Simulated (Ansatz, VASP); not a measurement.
**Si2Ni in VASP and in Ansatz**

```
CELL_PARAMETERS angstrom
0.00000 2.60982 2.60982
2.60982 0.00000 2.60982
2.60982 2.60982 0.00000
ATOMIC_POSITIONS crystal
Si 0.25000 0.25000 0.25000
Si 0.75000 0.75000 0.75000
Ni 0.00000 0.00000 0.00000
```

Alike in both runs: task single point; functional PBE; k mesh 14 × 14 × 14; occupations gaussian, width 0.1 eV; no spin polarisation.

|  | VASP | Ansatz |
| --- | --- | --- |
| version | VASP 6.6.1 | Ansatz 0.2.0 |
| potentials or method | VASP PAW PBE potentials, release 64 (Si, Ni), cutoff 520 eV | scalar-relativistic, plane waves, PAW |
| valence electrons in the cell | 18 | 26 |

|  | VASP | Ansatz | Ansatz less VASP |
| --- | --- | --- | --- |
| gap on the k mesh at the Fermi level (eV) | none | none | - |
| pressure (GPa) | 24.4 | 24.6 | +0.20 |

A gap of «none» marks a metal or a gap that the smearing closes. VASP's potentials hold 18 valence electrons a cell and Ansatz's 26, so a difference there can come from the potentials and not from the codes.
